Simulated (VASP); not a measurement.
# MnSb (P6_3/mmc) in VASP: further runs

The runs below take MnSb through single point, with PBE.

Everything below comes from runs of VASP 6.6.1. Logs are shortened: lines on timing, memory, paths and dates and some standing lists are left out, and cuts for length are marked.

### Step 1. The cell of the first run

The structure is hexagonal, space group P6_3/mmc (No. 194). Conventional cell: a = 4.188 Å, b = 4.188 Å, c = 5.732 Å, α = 90.00°, β = 90.00°, γ = 120.00°. Mn (site symmetry -3m) has 6 Sb at 2.81 Å and 2 Mn at 2.87 Å within 3.7 Å. Within 3.8 Å of Sb (site symmetry -6m2) lie 6 Mn at 2.81 Å and 6 Sb at 3.75 Å.

### Step 2. Single point, PBE, collinear spin, ferromagnetic start (21.77 Å³/atom)

INCAR reads:

```
PREC = Accurate
ENCUT = 520
EDIFF = 1E-7
ISMEAR = 0
SIGMA = 0.05
LREAL = False
LASPH = True
NELM = 150
ALGO = Normal
ISIF = 2
LWAVE = False
LCHARG = False
ISPIN = 2
MAGMOM = 3.73 3.73 0 0
LORBIT = 11
LMAXMIX = 4
GGA = PE
NBANDS = 30
```

KPOINTS reads:

```
Automatic mesh
0
Gamma
  10 10 6
```

POSCAR reads:

```
MnSb
1.0
    4.1878606376      0.0000000000      0.0000000000
   -2.0939303188      3.6267936997      0.0000000000
    0.0000000000      0.0000000000      5.7324113149
Mn Sb
2 2
Direct
    0.0000000000      0.0000000000      0.0000000000
    0.0000000000      0.0000000000      0.5000000000
    0.3333333333      0.6666666667      0.2500000000
    0.6666666667      0.3333333333      0.7500000000
```

Potentials or basis: VASP PAW PBE potentials, release 64 (Mn_pv, Sb).

Started as:

```
> cat potpaw_PBE.64/Mn_pv/POTCAR potpaw_PBE.64/Sb/POTCAR > POTCAR
> mpirun -np 1 vasp_std > vasp.out
```

OUTCAR:

```text
PREC = Accurate
   ENCUT = 520
   EDIFF = 1E-7
   ISMEAR = 0
   LREAL = False
   LASPH = True
   NELM = 150
   ISIF = 2
   ISPIN = 2
   LORBIT = 11
   GGA = PE

 ion  position               nearest neighbor table
   1  0.000  0.000  0.000-   3 2.81   4 2.81   4 2.81   3 2.81   4 2.81   3 2.81   2 2.87   2 2.87

   2  0.000  0.000  0.500-   3 2.81   4 2.81   4 2.81   3 2.81   4 2.81   3 2.81   1 2.87   1 2.87

   3  0.333  0.667  0.250-   1 2.81   2 2.81   1 2.81   2 2.81   1 2.81   2 2.81   4 3.75   4 3.75
                             4 3.75   4 3.75   4 3.75   4 3.75
   4  0.667  0.333  0.750-   1 2.81   2 2.81   1 2.81   2 2.81   1 2.81   2 2.81   3 3.75   3 3.75
                             3 3.75   3 3.75   3 3.75   3 3.75

  LATTYP: Found a hexagonal cell.
 ALAT       =     4.1878606376
 C/A-ratio  =     1.3688161596

  Lattice vectors:

 A1 = (   4.1878606376,   0.0000000000,   0.0000000000)
 A2 = (  -2.0939303188,   3.6267936997,   0.0000000000)
 A3 = (   0.0000000000,   0.0000000000,   5.7324113149)

Analysis of symmetry for initial positions (statically):
=====================================================================
 Subroutine PRICEL returns:
 Original cell was already a primitive cell.

 Routine SETGRP: Setting up the symmetry group for a
 hexagonal supercell.

 Subroutine GETGRP returns: Found 24 space group operations
 (whereof 12 operations were pure point group operations)
 out of a pool of 24 trial point group operations.

The static configuration has the point symmetry D_3d.
 The point group associated with its full space group is D_6h.

Analysis of symmetry for dynamics (positions and initial velocities):
=====================================================================
 Subroutine PRICEL returns:
 Original cell was already a primitive cell.

 Routine SETGRP: Setting up the symmetry group for a
 hexagonal supercell.

 Subroutine GETGRP returns: Found 24 space group operations
 (whereof 12 operations were pure point group operations)
 out of a pool of 24 trial point group operations.

The dynamic configuration has the point symmetry D_3d.
 The point group associated with its full space group is D_6h.

Analysis of structural, dynamic, and magnetic symmetry:
=====================================================================
 Subroutine PRICEL returns:
 Original cell was already a primitive cell.

 Routine SETGRP: Setting up the symmetry group for a
 hexagonal supercell.

 Subroutine GETGRP returns: Found 24 space group operations
 (whereof 12 operations were pure point group operations)
 out of a pool of 24 trial point group operations.

The overall configuration has the point symmetry D_3d.
 The point group associated with its full space group is D_6h.

 Subroutine INISYM returns: Found 24 space group operations
 (whereof 12 operations are pure point group operations),
 and found     1 'primitive' translations

----------------------------------------------------------------------------------------

                                     Primitive cell

  volume of cell :      87.0668

  direct lattice vectors                    reciprocal lattice vectors
     4.187860638  0.000000000  0.000000000     0.238785405  0.137862818  0.000000000
    -2.093930319  3.626793700  0.000000000     0.000000000  0.275725636  0.000000000
     0.000000000  0.000000000  5.732411315     0.000000000  0.000000000  0.174446659

  length of vectors
     4.187860638  4.187860638  5.732411315     0.275725636  0.275725636  0.174446659

  position of ions in fractional coordinates (direct lattice)
     0.000000000  0.000000000  0.000000000
     0.000000000  0.000000000  0.500000000
     0.333333333  0.666666667  0.250000000
     0.666666667  0.333333333  0.750000000

  ion indices of the primitive-cell ions
   primitive index   ion index
                 1           1
                 2           2
                 3           3
                 4           4

----------------------------------------------------------------------------------------

 KPOINTS: Automatic mesh

Automatic generation of k-mesh.
 Grid dimensions read from file:
 generate k-points for:   10   10    6

 Generating k-lattice:

  Cartesian coordinates                     Fractional coordinates (reciprocal lattice)
     0.023878541  0.013786282  0.000000000     0.100000000  0.000000000  0.000000000
     0.000000000  0.027572564  0.000000000     0.000000000  0.100000000  0.000000000
     0.000000000  0.000000000  0.029074443     0.000000000  0.000000000  0.166666667

  Length of vectors
     0.027572564  0.027572564  0.029074443

  Shift w.r.t. Gamma in fractional coordinates (k-lattice)
     0.000000000  0.000000000  0.000000000

 Subroutine IBZKPT returns following result:
 ===========================================

 Found     56 irreducible k-points:

 Following reciprocal coordinates:
            Coordinates               Weight
  0.000000  0.000000  0.000000      1.000000
  0.100000  0.000000  0.000000      6.000000
  0.200000  0.000000  0.000000      6.000000
  0.300000  0.000000  0.000000      6.000000
  0.400000  0.000000  0.000000      6.000000
  0.500000  0.000000  0.000000      3.000000
[... 16 lines left out ...]
  0.300000  0.100000  0.166667     24.000000
  0.400000  0.100000  0.166667     24.000000
 [... further k-points ...]
   k-points           NKPTS =     56   k-points in BZ     NKDIM =     56   number of bands    NBANDS=     30
   number of dos      NEDOS =    301   number of ions     NIONS =      4
   total plane-waves  NPLWV =  49152
   dimension x,y,z NGX =    32 NGY =   32 NGZ =   48
   dimension x,y,z NGXF=    64 NGYF=   64 NGZF=   96
   ions per type =               2   2
   NGX,Y,Z   is equivalent  to a cutoff of  12.70, 12.70, 13.92 a.u.
   NGXF,Y,Z  is equivalent  to a cutoff of  25.41, 25.41, 27.84 a.u.
 SYSTEM =  unknown system
   PREC   = accura    normal or accurate (medium, high low for compatibility)
   ISTART =      0    job   : 0-new  1-cont  2-samecut
   ICHARG =      2    charge: 1-file 2-atom 10-const
   ISPIN  =      2    spin polarized calculation?
   LNONCOLLINEAR =      F non collinear calculations
   LSORBIT =      F    spin-orbit coupling
   LASPH  =      T    aspherical Exc in radial PAW
   ENCUT  =  520.0 eV  38.22 Ry    6.18 a.u.   7.79  7.79 10.66*2*pi/ulx,y,z
   NELM   =    150;   NELMIN=  2; NELMDL= -5     # of ELM steps
   EDIFF  = 0.1E-06   stopping-criterion for ELM
   LREAL  =      F    real-space projection
   EDIFFG = 0.1E-05   stopping-criterion for IOM
   NSW    =      0    number of steps for IOM
   IBRION =     -1    ionic relax: 0-MD 1-quasi-New 2-CG
   NFREE  =      0    steps in history (QN), initial steepest desc. (CG)
   ISIF   =      2    stress and relaxation
   ISYM   =      2    0-nonsym 1-usesym 2-fastsym
   POTIM  = 0.5000    time-step for ionic-motion
   TEBEG  =    0.0;   TEEND  =   0.0 temperature during run
   PSTRESS=    0.0 pullay stress
   NELECT =      36.0000    total number of electrons
   NUPDOWN=      -1.0000    fix difference up-down
   EMIN   =  10.00;   EMAX   =-10.00  energy-range for DOS
   EFERMI =   0.00;   METHOD = LEGACY
   ISMEAR =     0;   SIGMA  =   0.05  broadening in eV -4-tet -1-fermi 0-gaus
   EFERMI_NEDOS =   21; number of points for ismear=-14 and -15
   IALGO  =     38    algorithm
   IMIX   =      4    mixing-type and parameters
     AMIX     =   0.40;   BMIX     =  1.00
     AMIX_MAG =   1.60;   BMIX_MAG =  1.00
  volume/ion in A,a.u.               =      21.77       146.89
  Fermi-wavevector in a.u.,A,eV,Ry     =   1.219621  2.304749 20.238328  1.487475
  Thomas-Fermi vector in A             =   2.354867
   LORBIT       =     11    0 simple, 1 ext, 2 COOP (PROOUT), +10 PAW based schemes
   GGA     = PE    functional components
   LHFCALC =     F    Hartree Fock is set to
   AEXX    =    0.0000 exact exchange contribution
   IVDW    =     0    specifies the selected vdW correction
   LEPSILON=     F    determine dielectric tensor
   LRPA    =     F    only Hartree local field effects (RPA)
 spin polarized calculation
 Gauss-broadening in eV      SIGMA  =   0.05
  energy-cutoff  :      520.00
  volume of cell :       87.07
 maximum number of plane-waves:      2379
 NGX is ok and might be reduce to    32
   NGX = 15   NGY = 15   NGZ = 21

 number of electron      36.0000001 magnetization       6.7342520

 Free energy of the ion-electron system (eV)
  ---------------------------------------------------
  ext. energy  EPLUGINS =         0.00000000
  ---------------------------------------------------
  free energy    TOTEN  =       -26.30869908 eV

  energy without entropy =      -26.30657256  energy(sigma->0) =      -26.30763582

 E-fermi :   7.5615     XC(G=0): -10.5610

 val. band max:        7.5601424146   @ k =   0.0000   0.0000   0.0000
 cond. band min:       7.5782523184   @ k =   0.1000   0.0000   0.1667
 fundamental gap:      0.0181099038
 Fermi energy:         7.5615055378

 spin component 1

 k-point     1 :       0.0000    0.0000    0.0000
  band No.  band energies     occupation
      1     -42.4164      1.00000
      2     -42.4164      1.00000
      3     -42.4082      1.00000
      4     -42.4082      1.00000
      5     -42.1783      1.00000
      6     -42.0918      1.00000
[... 781 lines left out ...]
     29      16.3336      0.00000
     30      16.6965      0.00000

 [... further k-points ...]

 spin component 2

 k-point     1 :       0.0000    0.0000    0.0000
  band No.  band energies     occupation
      1     -38.7546      1.00000
      2     -38.7546      1.00000
      3     -38.7446      1.00000
      4     -38.7446      1.00000
      5     -38.6935      1.00000
      6     -38.5910      1.00000
[... 781 lines left out ...]
     29      16.6053      0.00000
     30      17.0387      0.00000

 [... further k-points ...]

------------------------ aborting loop because EDIFF is reached ----------------------------------------

  FORCE on cell =-STRESS in cart. coord.  units (eV):
  Direction    XX          YY          ZZ          XY          YZ          ZX
  --------------------------------------------------------------------------------------
  -------------------------------------------------------------------------------------
  Total       -2.0458142     -2.0458142     -2.0441627      0.0000000      0.0000000     -0.0000000
  in kB      -37.6464775    -37.6464775    -37.6160868      0.0000000      0.0000000     -0.0000000
  external PRESSURE =     -37.6363472 kB  Pullay stress =       0.0000000 kB

 VOLUME and BASIS-vectors are now :
 -----------------------------------------------------------------------------
  energy-cutoff  :      520.00
  volume of cell :       87.07
      direct lattice vectors                 reciprocal lattice vectors
     4.187860638  0.000000000  0.000000000     0.238785405  0.137862818  0.000000000
    -2.093930319  3.626793700  0.000000000     0.000000000  0.275725636  0.000000000
     0.000000000  0.000000000  5.732411315     0.000000000  0.000000000  0.174446659

 POSITION                                       TOTAL-FORCE (eV/Angst)
 -----------------------------------------------------------------------------------
      0.00000      0.00000      0.00000         0.000000     -0.000000      0.000000
      0.00000      0.00000      2.86621         0.000000     -0.000000      0.000000
     -0.00000      2.41786      1.43310         0.000000      0.000000     -0.000000
      2.09393      1.20893      4.29931        -0.000000     -0.000000      0.000000
 -----------------------------------------------------------------------------------
    total drift:                                0.000000     -0.000000      0.000000

  FREE ENERGIE OF THE ION-ELECTRON SYSTEM (eV)
  ---------------------------------------------------
  free  energy   TOTEN  =       -26.3086990849 eV

  energy  without entropy=      -26.3065725598  energy(sigma->0) =      -26.30763582

 total charge

# of ion       s       p       d       tot
------------------------------------------
    1        0.273   6.205   5.027  11.505
    2        0.273   6.205   5.027  11.505
    3        1.144   1.255   0.040   2.438
    4        1.144   1.255   0.040   2.438
--------------------------------------------------
tot          2.833  14.920  10.133  27.886

 magnetization (x)

# of ion       s       p       d       tot
------------------------------------------
    1        0.036   0.026   3.361   3.423
    2        0.036   0.026   3.361   3.423
    3        0.012  -0.150   0.005  -0.133
    4        0.012  -0.150   0.005  -0.133
--------------------------------------------------
tot          0.096  -0.249   6.732   6.579
```

Run time: 2.1 min. Hardware: 1 thread of Intel Xeon 6975P-C (Granite Rapids), shared host; peak memory 0.39 GiB.

What came out:

```
Free energy                                           : -26.3087 eV
Pressure                                              : -3.8 GPa
Net moment                                            : 6.73 μB per cell
Site moments                                          : Mn +3.42; Sb -0.13 μB
Valence electrons inside the program's atomic spheres : Mn 11.51; Sb 2.44
```

Caveat: the cell stands under tension; spin-orbit coupling is left out, which moves the levels of the heavy elements; the run started ferromagnetic, and an antiferromagnetic order may lie lower in energy.

### Step 3. Single point, PBE, collinear spin, ferromagnetic start (22.38 Å³/atom)

This run uses another cell than the first one, of 22.38 Å³/atom.

INCAR reads:

```
ALGO = Normal ; EDIFF = 1E-6
ENCUT = 520 ; GGA = PE
ISIF = 2 ; ISMEAR = 0
ISPIN = 2 ; LASPH = True
LCHARG = False ; LMAXMIX = 4
LORBIT = 11 ; LREAL = False
LWAVE = False ; MAGMOM = 3.81 3.81 0 0
NBANDS = 30 ; NELM = 150
PREC = Accurate ; SIGMA = 0.05
```

KPOINTS reads:

```
k-points
0
Gamma
  10 10 6
```

POSCAR reads:

```
MnSb
1.0
    4.2266393313      0.0000000000      0.0000000000
   -2.1133196657      3.6603770336      0.0000000000
    0.0000000000      0.0000000000      5.7854922175
Mn Sb
2 2
Direct
    0.0000000000      0.0000000000      0.0000000000
    0.0000000000      0.0000000000      0.5000000000
    0.3333333333      0.6666666667      0.2500000000
    0.6666666667      0.3333333333      0.7500000000
```

Potentials or basis: VASP PAW PBE potentials, release 64 (Mn_pv, Sb).

Started as:

```
> cat potpaw_PBE.64/Mn_pv/POTCAR potpaw_PBE.64/Sb/POTCAR > POTCAR
> mpirun -np 1 vasp_std > vasp.out
```

Wall time 1.9 min (1 thread of Intel Xeon 6975P-C (Granite Rapids), shared host); peak memory 0.39 GiB.

It converged, with:

```
Free energy                                           : -26.2414 eV
Pressure                                              : -5.1 GPa
Net moment                                            : 6.83 μB per cell
Site moments                                          : Mn +3.48; Sb -0.14 μB
Valence electrons inside the program's atomic spheres : Mn 11.48; Sb 2.43
```

Levels at points of the mesh, in eV from the Fermi level:
Spin up:
```tsv
k point	band 20	band 21	band 22	band 23	band 24	band 25
(0.00, 0.00, 0.00)	0.36	0.36	2.01	2.01	2.54	2.80
(0.50, 0.00, 0.00)	-1.93	-1.92	-1.07	0.62	2.87	3.35
(0.00, 0.00, 0.50)	-0.68	1.53	1.53	1.53	1.53	4.31
(0.50, 0.00, 0.50)	-2.25	0.02	0.02	0.96	0.96	3.89
```
Spin down:
| k point | band 13 | band 14 | band 15 | band 16 | band 17 | band 18 |
| --- | --- | --- | --- | --- | --- | --- |
| (0.00, 0.00, 0.00) | 0.07 | 0.07 | 0.37 | 0.37 | 0.40 | 0.40 |
| (0.50, 0.00, 0.00) | -2.18 | -1.92 | -0.95 | 0.52 | 0.74 | 0.79 |
| (0.00, 0.00, 0.50) | -1.59 | -1.59 | 0.59 | 0.59 | 0.59 | 0.59 |
| (0.50, 0.00, 0.50) | -1.47 | -1.47 | 0.39 | 0.39 | 0.88 | 0.88 |

Caveat: the cell stands under tension; spin-orbit coupling is left out, which moves the levels of the heavy elements; the run started ferromagnetic, and an antiferromagnetic order may lie lower in energy.
